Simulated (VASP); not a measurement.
# ScS4 (P4/nbm) in VASP: further runs

ScS4 is run at these levels: PBE; tasks: single point.

All numbers are computed with VASP 6.6.1; they aren't measurements. Logs are shortened: lines on timing, memory, paths and dates and some standing lists are left out, and cuts for length are marked.

**1. The cell of the first run**

The structure is tetragonal, space group P4/nbm (No. 125). The conventional cell has a = 5.526 Å, b = 5.526 Å, c = 6.628 Å, α = 90.00°, β = 90.00°, γ = 90.00°. Sc (site symmetry 422) has 8 S at 2.68 Å within 3.5 Å. Within 2.7 Å of S (site symmetry m) lie 1 S at 2.06 Å and 2 Sc at 2.68 Å.

**2. Single point, PBE (20.24 Å³/atom)**

The input, INCAR:

```
  PREC = Accurate
  ENCUT = 520
  EDIFF = 1E-6
  ISMEAR = 0
  SIGMA = 0.1
  LREAL = False
  LASPH = True
  NELM = 80
  ALGO = Normal
  ISIF = 2
  LWAVE = False
  LCHARG = False
  GGA = PE
  NBANDS = 46
```

The input, KPOINTS:

```
regular mesh
0
Gamma
  6 6 6
```

The input, POSCAR:

```
ScS4
1.0
    5.5262485368      0.0000000000      0.0000000000
    0.0000000000      5.5262485368      0.0000000000
    0.0000000000      0.0000000000      6.6284040318
Sc S
2 8
Direct
    0.5000000000      0.5000000000      0.0000000000
    0.0000000000      0.0000000000      0.0000000000
    0.8681994325      0.3681994325      0.2395814471
    0.1318005675      0.6318005675      0.2395814471
    0.8681994325      0.6318005675      0.7604185529
    0.1318005675      0.3681994325      0.7604185529
    0.6318005675      0.1318005675      0.7604185529
    0.3681994325      0.8681994325      0.7604185529
    0.3681994325      0.1318005675      0.2395814471
    0.6318005675      0.8681994325      0.2395814471
```

Potentials or basis: VASP PAW PBE potentials, release 64 (Sc_sv, S).

Started as:

```sh
$ cat potpaw_PBE.64/Sc_sv/POTCAR potpaw_PBE.64/S/POTCAR > POTCAR
$ mpirun -np 1 vasp_std > vasp.out
```

OUTCAR:

```text
PREC = Accurate
   ENCUT = 520
   EDIFF = 1E-6
   ISMEAR = 0
   LREAL = False
   LASPH = True
   NELM = 80
   ISIF = 2
   GGA = PE

 ion  position               nearest neighbor table
   1  0.500  0.500  0.000-   3 2.68   4 2.68   5 2.68   6 2.68   7 2.68   8 2.68   9 2.68  10 2.68

   2  0.000  0.000  0.000-   3 2.68   4 2.68   5 2.68   6 2.68   7 2.68   8 2.68   9 2.68  10 2.68

   3  0.868  0.368  0.240-   4 2.06   2 2.68   1 2.68
   4  0.132  0.632  0.240-   3 2.06   2 2.68   1 2.68
   5  0.868  0.632  0.760-   6 2.06   2 2.68   1 2.68
   6  0.132  0.368  0.760-   5 2.06   2 2.68   1 2.68
   7  0.632  0.132  0.760-   8 2.06   2 2.68   1 2.68
   8  0.368  0.868  0.760-   7 2.06   2 2.68   1 2.68
   9  0.368  0.132  0.240-  10 2.06   2 2.68   1 2.68
  10  0.632  0.868  0.240-   9 2.06   2 2.68   1 2.68

  LATTYP: Found a simple tetragonal cell.
 ALAT       =     5.5262485368
 C/A-ratio  =     1.1994400881

  Lattice vectors:

 A1 = (   5.5262485368,   0.0000000000,   0.0000000000)
 A2 = (   0.0000000000,   5.5262485368,   0.0000000000)
 A3 = (   0.0000000000,   0.0000000000,   6.6284040318)

Analysis of symmetry for initial positions (statically):
=====================================================================
 Subroutine PRICEL returns:
 Original cell was already a primitive cell.

 Routine SETGRP: Setting up the symmetry group for a
 simple tetragonal supercell.

 Subroutine GETGRP returns: Found 16 space group operations
 (whereof  8 operations were pure point group operations)
 out of a pool of 16 trial point group operations.

The static configuration has the point symmetry D_4 .
 The point group associated with its full space group is D_4h.

Analysis of symmetry for dynamics (positions and initial velocities):
=====================================================================
 Subroutine PRICEL returns:
 Original cell was already a primitive cell.

 Routine SETGRP: Setting up the symmetry group for a
 simple tetragonal supercell.

 Subroutine GETGRP returns: Found 16 space group operations
 (whereof  8 operations were pure point group operations)
 out of a pool of 16 trial point group operations.

The dynamic configuration has the point symmetry D_4 .
 The point group associated with its full space group is D_4h.

 Subroutine INISYM returns: Found 16 space group operations
[... 119 lines left out ...]
   ISIF   =      2    stress and relaxation
   ISYM   =      2    0-nonsym 1-usesym 2-fastsym
   POTIM  = 0.5000    time-step for ionic-motion
   TEBEG  =    0.0;   TEEND  =   0.0 temperature during run
   PSTRESS=    0.0 pullay stress
   NELECT =      70.0000    total number of electrons
   NUPDOWN=      -1.0000    fix difference up-down
   EMIN   =  10.00;   EMAX   =-10.00  energy-range for DOS
   EFERMI =   0.00;   METHOD = LEGACY
   ISMEAR =     0;   SIGMA  =   0.10  broadening in eV -4-tet -1-fermi 0-gaus
   EFERMI_NEDOS =   21; number of points for ismear=-14 and -15
   IALGO  =     38    algorithm
   IMIX   =      4    mixing-type and parameters
     AMIX     =   0.40;   BMIX     =  1.00
     AMIX_MAG =   1.60;   BMIX_MAG =  1.00
  volume/ion in A,a.u.               =      20.24       136.60
  Fermi-wavevector in a.u.,A,eV,Ry     =   1.149082  2.171450 17.964980  1.320389
  Thomas-Fermi vector in A             =   2.285753
   LORBIT       =      0    0 simple, 1 ext, 2 COOP (PROOUT), +10 PAW based schemes
   GGA     = PE    functional components
   LHFCALC =     F    Hartree Fock is set to
   AEXX    =    0.0000 exact exchange contribution
   IVDW    =     0    specifies the selected vdW correction
   LEPSILON=     F    determine dielectric tensor
   LRPA    =     F    only Hartree local field effects (RPA)
 non-spin polarized calculation
 Gauss-broadening in eV      SIGMA  =   0.10
  energy-cutoff  :      520.00
  volume of cell :      202.43
 maximum number of plane-waves:      5500
 NGX is ok and might be reduce to    42
   NGX = 21   NGY = 21   NGZ = 25

 number of electron      70.0000032 magnetization

 Free energy of the ion-electron system (eV)
  ---------------------------------------------------
  ext. energy  EPLUGINS =         0.00000000
  ---------------------------------------------------
  free energy    TOTEN  =       -53.09289465 eV

  energy without entropy =      -53.06662092  energy(sigma->0) =      -53.07975779

 E-fermi :   3.9963     XC(G=0):  -9.6717

 val. band max:        3.9725076951   @ k =   0.0000   0.0000   0.1667
 cond. band min:       3.9974277108   @ k =   0.3333   0.3333   0.3333
 fundamental gap:      0.0249200157
 Fermi energy:         3.9963214991

 k-point     1 :       0.0000    0.0000    0.0000
  band No.  band energies     occupation
      1     -45.0347      2.00000
      2     -45.0305      2.00000
      3     -23.7049      2.00000
      4     -23.6881      2.00000
      5     -23.6726      2.00000
      6     -23.6726      2.00000
[... 1165 lines left out ...]
     45       7.7903      0.00000
     46       7.7903      0.00000

 [... further k-points ...]

------------------------ aborting loop because EDIFF is reached ----------------------------------------

  FORCE on cell =-STRESS in cart. coord.  units (eV):
  Direction    XX          YY          ZZ          XY          YZ          ZX
  --------------------------------------------------------------------------------------
  -------------------------------------------------------------------------------------
  Total        1.1455962      1.1455962      1.6503297      0.0000000      0.0000000      0.0000000
  in kB        9.0671823      9.0671823     13.0620544      0.0000000      0.0000000      0.0000000
  external PRESSURE =      10.3988063 kB  Pullay stress =       0.0000000 kB

 VOLUME and BASIS-vectors are now :
 -----------------------------------------------------------------------------
  energy-cutoff  :      520.00
  volume of cell :      202.43
      direct lattice vectors                 reciprocal lattice vectors
     5.526248537  0.000000000  0.000000000     0.180954583  0.000000000  0.000000000
     0.000000000  5.526248537  0.000000000     0.000000000  0.180954583  0.000000000
     0.000000000  0.000000000  6.628404032     0.000000000  0.000000000  0.150865879

 POSITION                                       TOTAL-FORCE (eV/Angst)
 -----------------------------------------------------------------------------------
      2.76312      2.76312      0.00000         0.000000     -0.000000     -0.000000
      0.00000      0.00000      0.00000         0.000000     -0.000000     -0.000000
      4.79789      2.03476      1.58804         0.082408      0.082408      0.013658
      0.72836      3.49149      1.58804        -0.082408     -0.082408      0.013658
      4.79789      3.49149      5.04036         0.082408     -0.082408     -0.013658
      0.72836      2.03476      5.04036        -0.082408      0.082408     -0.013658
      3.49149      0.72836      5.04036        -0.082408     -0.082408     -0.013658
      2.03476      4.79789      5.04036         0.082408      0.082408     -0.013658
      2.03476      0.72836      1.58804         0.082408     -0.082408      0.013658
      3.49149      4.79789      1.58804        -0.082408      0.082408      0.013658
 -----------------------------------------------------------------------------------
    total drift:                               -0.000000     -0.000000     -0.000000

  FREE ENERGIE OF THE ION-ELECTRON SYSTEM (eV)
  ---------------------------------------------------
  free  energy   TOTEN  =       -53.0928946524 eV

  energy  without entropy=      -53.0666209236  energy(sigma->0) =      -53.07975779
```

OSZICAR:

```text
N       E                     dE             d eps       ncg     rms          rms(c)
DAV:   1     0.849699448764E+03    0.84970E+03   -0.29181E+04  3680   0.142E+03
DAV:   2     0.843614643454E+02   -0.76534E+03   -0.74730E+03  3680   0.442E+02
DAV:   3    -0.473947439421E+02   -0.13176E+03   -0.12758E+03  5894   0.155E+02
DAV:   4    -0.561735939297E+02   -0.87788E+01   -0.86257E+01  6032   0.469E+01
DAV:   5    -0.563232780401E+02   -0.14968E+00   -0.14868E+00  5904   0.738E+00    0.248E+01
DAV:   6    -0.532323768813E+02    0.30909E+01   -0.94923E+00  6000   0.224E+01    0.146E+01
DAV:   7    -0.530916741461E+02    0.14070E+00   -0.68752E-01  5224   0.382E+00    0.606E+00
DAV:   8    -0.530976763920E+02   -0.60022E-02   -0.20541E-01  5856   0.208E+00    0.702E-01
DAV:   9    -0.530924308663E+02    0.52455E-02   -0.34147E-02  5312   0.100E+00    0.477E-01
DAV:  10    -0.530928561628E+02   -0.42530E-03   -0.38788E-03  5440   0.322E-01    0.141E-01
DAV:  11    -0.530928204781E+02    0.35685E-04   -0.16948E-03  5912   0.245E-01    0.401E-02
DAV:  12    -0.530928947808E+02   -0.74303E-04   -0.30518E-04  5600   0.109E-01    0.595E-02
DAV:  13    -0.530928945619E+02    0.21896E-06   -0.37415E-05  5808   0.538E-02    0.249E-02
DAV:  14    -0.530928960745E+02   -0.15127E-05   -0.15856E-05  5624   0.292E-02    0.653E-03
DAV:  15    -0.530928945652E+02    0.15094E-05   -0.35143E-06  3920   0.157E-02    0.283E-03
DAV:  16    -0.530928946524E+02   -0.87177E-07   -0.96905E-07  2752   0.719E-03
   1 F= -.53092895E+02 E0= -.53079758E+02  d E =-.262737E-01
```

stdout:

```text
POSCAR found type information on POSCAR ScS
 POSCAR found :  2 types and      10 ions
 scaLAPACK will be used
 LDA part: xc-table for (Slater+PW92), standard interpolation
 POSCAR, INCAR and KPOINTS ok, starting setup
 FFT: planning ... GRIDC
 FFT: planning ... GRID_SOFT
 FFT: planning ... GRID
 WAVECAR not read
 entering main loop
```

It took 4 min on 1 thread of AMD EPYC 9R45 (Zen 5), shared host; peak memory 0.41 GiB.

Results:

| Quantity | Value |
| --- | --- |
| Free energy | -53.0929 eV |
| Pressure | 1.0 GPa |
| Largest force | 0.117 eV/Å |
| Band gap on the k mesh | zero (bands 35 and 36 overlap by 0.87 eV) |

Forces in eV/Å, atoms in the order of the input:
```
Sc   0.000  0.000  0.000
Sc   0.000  0.000  0.000
S    0.082  0.082  0.014
S   -0.082 -0.082  0.014
S    0.082 -0.082 -0.014
S   -0.082  0.082 -0.014
S   -0.082 -0.082 -0.014
S    0.082  0.082 -0.014
S    0.082 -0.082  0.014
S   -0.082  0.082  0.014
```

Levels at points of the mesh, in eV from the Fermi level:
```csv
k point,band 31,band 32,band 33,band 34,band 35,band 36,band 37,band 38,band 39,band 40
"(0.00, 0.00, 0.00)",-1.19,-1.19,0.05,0.05,0.36,1.44,2.31,2.89,3.15,3.20
"(0.50, 0.00, 0.00)",-0.91,-0.91,-0.61,-0.61,-0.46,-0.46,2.36,2.36,2.56,2.56
"(0.50, 0.50, 0.00)",-1.42,-1.42,-0.66,-0.66,0.16,0.16,2.14,2.14,2.83,2.83
"(0.00, 0.00, 0.50)",-0.58,-0.58,-0.50,-0.50,0.39,1.39,2.66,2.74,3.17,3.27
"(0.50, 0.00, 0.50)",-0.82,-0.82,-0.55,-0.55,-0.41,-0.41,2.31,2.31,2.47,2.47
"(0.50, 0.50, 0.50)",-1.41,-1.41,-0.54,-0.54,-0.25,-0.25,2.37,2.37,2.92,2.92
```

Caveat: this functional lacks dispersion, which binds layers or chains, so the pressure and a relaxed spacing across them are unreliable.

**3. Single point, PBE (20.91 Å³/atom)**

This run uses another cell than the first one, of 20.91 Å³/atom.

The input, INCAR:

```
SYSTEM = ScS4
PREC = Accurate
ENCUT = 520
EDIFF = 1E-6
ISMEAR = 0
SIGMA = 0.1
LREAL = .FALSE.
LASPH = .TRUE.
NELM = 80
ALGO = Normal
ISIF = 2
LWAVE = .FALSE.
LCHARG = .FALSE.
GGA = PE
NBANDS = 46
```

The input, KPOINTS:

```
regular mesh
0
G
  6 6 6
  0 0 0
```

The input, POSCAR:

```
ScS4
1.0
    5.5524730284      0.0000000000      0.0000000000
    0.0000000000      5.5524730284      0.0000000000
    0.0000000000      0.0000000000      6.7823991493
Sc S
2 8
Direct
    0.5000000000      0.5000000000      0.0000000000
    0.0000000000      0.0000000000      0.0000000000
    0.8687533431      0.3687533431      0.2336711725
    0.1312466569      0.6312466569      0.2336711725
    0.8687533431      0.6312466569      0.7663288275
    0.1312466569      0.3687533431      0.7663288275
    0.6312466569      0.1312466569      0.7663288275
    0.3687533431      0.8687533431      0.7663288275
    0.3687533431      0.1312466569      0.2336711725
    0.6312466569      0.8687533431      0.2336711725
```

Potentials or basis: VASP PAW PBE potentials, release 64 (Sc_sv, S).

Started as:

```sh
$ cat potpaw_PBE.64/Sc_sv/POTCAR potpaw_PBE.64/S/POTCAR > POTCAR
$ mpirun -np 1 vasp_std > vasp.out
```

It took 4.2 min on 1 thread of AMD EPYC 9R45 (Zen 5), shared host; peak memory 0.42 GiB.

It converged, with:

```yaml
Free_energy: -53.1295 eV
Pressure: 0.3 GPa
Largest_force: 0.121 eV/Å
Band_gap_on_the_k_mesh: zero (bands 35 and 36 overlap by 0.82 eV)
```

Forces in eV/Å, atoms in the order of the input:
```
Sc   0.000  0.000  0.000
Sc   0.000  0.000  0.000
S    0.085  0.085  0.014
S   -0.085 -0.085  0.014
S    0.085 -0.085 -0.014
S   -0.085  0.085 -0.014
S   -0.085 -0.085 -0.014
S    0.085  0.085 -0.014
S    0.085 -0.085  0.014
S   -0.085  0.085  0.014
```

Stress tensor (GPa, compression positive):
```
0.15 0.00 0.00
0.00 0.15 0.00
0.00 0.00 0.67
```

Levels at points of the mesh, in eV from the Fermi level:
| k point | band 33 | band 34 | band 35 | band 36 | band 37 | band 38 |
| --- | --- | --- | --- | --- | --- | --- |
| (0.00, 0.00, 0.00) | 0.03 | 0.03 | 0.33 | 1.40 | 2.33 | 2.86 |
| (0.50, 0.00, 0.00) | -0.58 | -0.58 | -0.46 | -0.46 | 2.35 | 2.35 |
| (0.50, 0.50, 0.00) | -0.64 | -0.64 | 0.15 | 0.15 | 2.16 | 2.16 |
| (0.00, 0.00, 0.50) | -0.42 | -0.42 | 0.35 | 1.36 | 2.67 | 2.71 |
| (0.50, 0.00, 0.50) | -0.54 | -0.54 | -0.41 | -0.41 | 2.30 | 2.30 |
| (0.50, 0.50, 0.50) | -0.55 | -0.55 | -0.19 | -0.19 | 2.34 | 2.34 |

Caveat: this functional lacks dispersion, which binds layers or chains, so the pressure and a relaxed spacing across them are unreliable.

The gap in the log of VASP goes by the Fermi energy; the results here count the filled bands.